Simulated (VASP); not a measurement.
# Si (Fd-3m) in VASP: a series of runs, part 2 of 2

VASP 6.6.1. Earlier steps stand in the parts before.

### Step 3. Single point, BLYP (volume scaled by 1.08)

Input file INCAR:

```
SYSTEM = Si
PREC = Accurate
ENCUT = 520
EDIFF = 1E-6
ISMEAR = -1
SIGMA = 0.05
LREAL = .FALSE.
LASPH = .TRUE.
NELM = 100
ALGO = Normal
ISIF = 2
LWAVE = .FALSE.
LCHARG = .FALSE.
GGA = B5
ALDAX = 1.0
AGGAX = 1.0
AGGAC = 1.0
ALDAC = 0.0
NBANDS = 11
```

Input file KPOINTS:

```
Automatic mesh
0
G
  9 9 9
  0 0 0
```

Input file POSCAR:

```
Si
1.0
    0.0000000000      2.8381931585      2.8381931585
    2.8381931585      0.0000000000      2.8381931585
    2.8381931585      2.8381931585      0.0000000000
Si
2
Direct
    0.5000000000      0.5000000000      0.5000000000
    0.7500000000      0.7500000000      0.7500000000
```

Potentials or basis: VASP PAW PBE potentials, release 64 (Si).

Run with:

```bash
$ cat potpaw_PBE.64/Si/POTCAR > POTCAR
$ mpirun -np 1 vasp_std > vasp.out
```

OUTCAR:

```text
SYSTEM = Si
   PREC = Accurate
   ENCUT = 520
   EDIFF = 1E-6
   ISMEAR = -1
   LREAL = .FALSE.
   LASPH = .TRUE.
   NELM = 100
   ISIF = 2
   GGA = B5

 ion  position               nearest neighbor table
   1  0.500  0.500  0.500-   2 2.46   2 2.46   2 2.46   2 2.46
   2  0.750  0.750  0.750-   1 2.46   1 2.46   1 2.46   1 2.46

  LATTYP: Found a face centered cubic cell.
 ALAT       =     5.6763863170

  Lattice vectors:

 A1 = (   0.0000000000,   2.8381931585,   2.8381931585)
 A2 = (   2.8381931585,   0.0000000000,   2.8381931585)
 A3 = (   2.8381931585,   2.8381931585,   0.0000000000)

Analysis of symmetry for initial positions (statically):
=====================================================================
 Subroutine PRICEL returns:
 Original cell was already a primitive cell.

 Routine SETGRP: Setting up the symmetry group for a
 face centered cubic supercell.

 Subroutine GETGRP returns: Found 48 space group operations
 (whereof 24 operations were pure point group operations)
 out of a pool of 48 trial point group operations.

The static configuration has the point symmetry T_d .
 The point group associated with its full space group is O_h .

Analysis of symmetry for dynamics (positions and initial velocities):
[... 164 lines left out ...]
 fundamental gap:      1.0030283346
 Fermi energy:         5.4399702439

 k-point     1 :       0.0000    0.0000    0.0000
  band No.  band energies     occupation
      1      -6.0762      2.00000
      2       4.9581      1.99987
      3       4.9581      1.99987
      4       4.9581      1.99987
      5       6.7871      0.00000
      6       7.5765      0.00000
      7       7.5765      0.00000
      8       7.5765      0.00000
      9      12.7006      0.00000
     10      12.7955      0.00000
     11      12.7955      0.00000
[... 309 lines left out ...]
 k-point    24 :       0.4444    0.4444    0.0000
  band No.  band energies     occupation
      1      -3.1607      2.00000
      2      -1.6555      2.00000
      3       2.5520      2.00000
      4       2.5520      2.00000
      5       5.9612      0.00006
      6       6.3662      0.00000
      7      13.4891      0.00000
      8      13.4891      0.00000
      9      15.5268      0.00000
     10      16.1474      0.00000
     11      16.1509      0.00000

 [... further k-points ...]
[... 5 lines left out ...]
  --------------------------------------------------------------------------------------
  -------------------------------------------------------------------------------------
  Total       -1.4115072     -1.4115072     -1.4115072      0.0000000     -0.0000000     -0.0000000
  in kB      -49.4581454    -49.4581454    -49.4581454      0.0000000     -0.0000000     -0.0000000
  external PRESSURE =     -49.4581454 kB  Pullay stress =       0.0000000 kB

 VOLUME and BASIS-vectors are now :
 -----------------------------------------------------------------------------
  energy-cutoff  :      520.00
  volume of cell :       45.73
      direct lattice vectors                 reciprocal lattice vectors
     0.000000000  2.838193159  2.838193159    -0.176168418  0.176168418  0.176168418
     2.838193159  0.000000000  2.838193159     0.176168418 -0.176168418  0.176168418
     2.838193159  2.838193159  0.000000000     0.176168418  0.176168418 -0.176168418

 POSITION                                       TOTAL-FORCE (eV/Angst)
 -----------------------------------------------------------------------------------
      2.83819      2.83819      2.83819         0.000000     -0.000000     -0.000000
      4.25729      4.25729      4.25729        -0.000000      0.000000      0.000000
 -----------------------------------------------------------------------------------
    total drift:                                0.000000     -0.000000     -0.000000

  FREE ENERGIE OF THE ION-ELECTRON SYSTEM (eV)
  ---------------------------------------------------
  free  energy   TOTEN  =        -9.4354493019 eV

  energy  without entropy=       -9.4354485793  energy(sigma->0) =       -9.43544894
```

stdout:

```text
POSCAR found type information on POSCAR Si
 POSCAR found :  1 types and       2 ions
 scaLAPACK will be used
 -----------------------------------------------------------------------------
|                                                                             |
|                                                                             |
|     You enforced a specific xc type in the INCAR file but a different       |
|     I HOPE YOU KNOW WHAT YOU ARE DOING!                                     |
|                                                                             |
 -----------------------------------------------------------------------------

 LDA part: xc-table for (Slater(with rela. corr.)+VWN5), standard interpolation
 POSCAR, INCAR and KPOINTS ok, starting setup
 FFT: planning ... GRIDC
 FFT: planning ... GRID_SOFT
 FFT: planning ... GRID
 WAVECAR not read
 entering main loop
```

Wall time 11 s (1 thread of Intel Xeon Platinum 8559C (Emerald Rapids), shared host); peak memory 0.16 GiB.

Results:

```
Free energy            : -9.4354 eV
Pressure               : -4.9 GPa
Band gap on the k mesh : 1.00 eV, indirect (least direct gap 1.83 eV)
```

Levels at points of the mesh, in eV from the valence-band top:
```csv
k point,band 1,band 2,band 3,band 4,band 5,band 6,band 7,band 8,band 9
"(0.00, 0.00, 0.00)",-11.03,0.00,0.00,0.00,1.83,2.62,2.62,2.62,7.74
```

Caveat: the cell differs from its parent crystal (volume scaled by 1.08); the PAW data sets were made with another functional, which shifts forces and pressure a little. A k mesh can miss the band edges.

### Step 4. Single point, BLYP (volume scaled by 1.12)

Input file INCAR:

```
AGGAC = 1.0
AGGAX = 1.0
ALDAC = 0.0
ALDAX = 1.0
ALGO = Normal
EDIFF = 1E-7
ENCUT = 520
GGA = B5
ISIF = 2
ISMEAR = -1
LASPH = T
LCHARG = F
LREAL = F
LWAVE = F
NBANDS = 11
NELM = 100
PREC = Accurate
SIGMA = 0.05
```

Input file KPOINTS:

```
k-points
0
Gamma
  9 9 9
```

Input file POSCAR:

```
Si
1.0
    0.0000000000      2.8728086817      2.8728086817
    2.8728086817      0.0000000000      2.8728086817
    2.8728086817      2.8728086817      0.0000000000
Si
2
Direct
    0.5000000000      0.5000000000      0.5000000000
    0.7500000000      0.7500000000      0.7500000000
```

Run with:

```bash
$ cat potpaw_PBE.64/Si/POTCAR > POTCAR
$ mpirun -np 1 vasp_std > vasp.out
```

Run time: 12 s. Hardware: 1 thread of Intel Xeon Platinum 8559C (Emerald Rapids), shared host; peak memory 0.16 GiB.

It converged, with:

```
Free energy            : -9.3735 eV
Pressure               : -6.7 GPa
Band gap on the k mesh : 1.04 eV, indirect (least direct gap 1.45 eV)
```

Levels at points of the mesh, in eV from the valence-band top:
```tsv
k point	band 2	band 3	band 4	band 5	band 6	band 7
(0.00, 0.00, 0.00)	0.00	0.00	0.00	1.45	2.59	2.59
```

Caveat: the cell differs from its parent crystal (volume scaled by 1.12); the PAW data sets were made with another functional, which shifts forces and pressure a little. A k mesh can miss the band edges.

### Step 5. Relaxation of cell and atoms, BLYP

This run uses another cell than the first one, of 20.02 Å³/atom, 0.909 times its volume.

Input file INCAR:

```
PREC     = Accurate       # precision mode
ENCUT    = 600            # plane-wave cutoff, eV
EDIFF    = 1E-6           # SCF threshold, eV
ISMEAR   = -1             # smearing method
SIGMA    = 0.05           # smearing width, eV
LREAL    = False          # projectors in reciprocal space
LASPH    = True           # aspherical terms in the spheres
NELM     = 60             # most SCF steps
ALGO     = Normal         # electronic algorithm
ISIF     = 3              # what is computed and relaxed
LWAVE    = False          # write WAVECAR
LCHARG   = False          # write CHGCAR
GGA      = B5             # functional
ALDAX    = 1.0          
AGGAX    = 1.0          
AGGAC    = 1.0          
ALDAC    = 0.0          
IBRION   = 2              # ionic algorithm
NSW      = 80             # ionic steps
EDIFFG   = -0.01          # ionic threshold
```

Input file KPOINTS:

```
regular mesh
0
Gamma
  6 6 6
```

Input file POSCAR:

```
Si
1.0
    0.0000000000      2.7153500000      2.7153500000
    2.7153500000      0.0000000000      2.7153500000
    2.7153500000      2.7153500000      0.0000000000
Si
2
Direct
    0.5000000000      0.5000000000      0.5000000000
    0.7500000000      0.7500000000      0.7500000000
```

Run with:

```bash
$ cat potpaw_PBE.64/Si/POTCAR > POTCAR
$ mpirun -np 1 vasp_std > vasp.out
```

It took 23 s on 1 thread of Intel Xeon Platinum 8559C (Emerald Rapids), shared host; peak memory 0.17 GiB.

The run converged. Its results:

| Quantity | Value |
| --- | --- |
| Free energy | -9.4712 eV |
| Relaxed volume | 21.21 Å³/atom |
| Relaxed cell | a = 3.915 Å, b = 3.915 Å, c = 3.915 Å, α = 60.00°, β = 60.00°, γ = 60.00° |
| Space group after relaxing (to 0.05 Å) | Fd-3m (No. 227) |
| Energy gained by relaxing | 18.2 meV/atom |
| Ionic steps | 3 |
| Pressure after relaxing | 0.0 GPa |
| Band gap on the k mesh | 1.01 eV, indirect (least direct gap 2.54 eV) |

The path:
```
step  energy change (eV)  largest force (eV/Å)  pressure (GPa)  volume (Å³)
   1              0.0000                0.0000            5.16        40.04
   2             -0.0245                0.0000           -2.48        43.89
   3             -0.0363                0.0000            0.00        42.42
```

Final structure:
```yaml
crystal:
  lattice:
    - [0.00000, 2.76812, 2.76812]
    - [2.76812, 0.00000, 2.76812]
    - [2.76812, 2.76812, 0.00000]
  atoms:
    - { symbol: Si, position: [0.50000, 0.50000, 0.50000] }
    - { symbol: Si, position: [0.75000, 0.75000, 0.75000] }
```

Levels at points of the mesh, in eV from the valence-band top:
| k point | band 1 | band 2 | band 3 | band 4 | band 5 | band 6 | band 7 | band 8 |
| --- | --- | --- | --- | --- | --- | --- | --- | --- |
| (0.00, 0.00, 0.00) | -11.50 | 0.00 | 0.00 | 0.00 | 2.66 | 2.67 | 2.67 | 2.67 |
| (0.50, 0.00, 0.00) | -9.35 | -6.61 | -1.12 | -1.12 | 1.42 | 3.53 | 3.53 | 7.97 |
| (0.50, 0.50, 0.00) | -7.60 | -7.60 | -2.63 | -2.63 | 1.04 | 1.04 | 9.66 | 9.66 |

Caveat: the PAW data sets were made with another functional, which shifts forces and pressure a little.

### Step 6. Overview

```tsv
task	cell	k mesh	cutoff (eV)	gap on the mesh (eV)	pressure (GPa)
single point	a = 3.964 Å, angles 60.0°, 2 atoms	9 × 9 × 9	520	0.96	-2.7
single point	a = 4.014 Å, angles 60.0°, 2 atoms	9 × 9 × 9	520	1.00	-4.9
single point	a = 4.063 Å, angles 60.0°, 2 atoms	9 × 9 × 9	520	1.04	-6.7
relaxation of cell and atoms	relaxed from a = 3.840 Å, angles 60.0°, 2 atoms	6 × 6 × 6	600	1.01	0.0
```

Alike in all rows: level BLYP; potentials or basis VASP PAW PBE potentials, release 64 (Si); no spin polarisation; smearing fermi-dirac 0.05 eV.

Caveats: the PAW data sets were made with another functional, which shifts forces and pressure a little.

Total energies depend on the potentials used, so only differences within one code and one set of settings carry meaning.
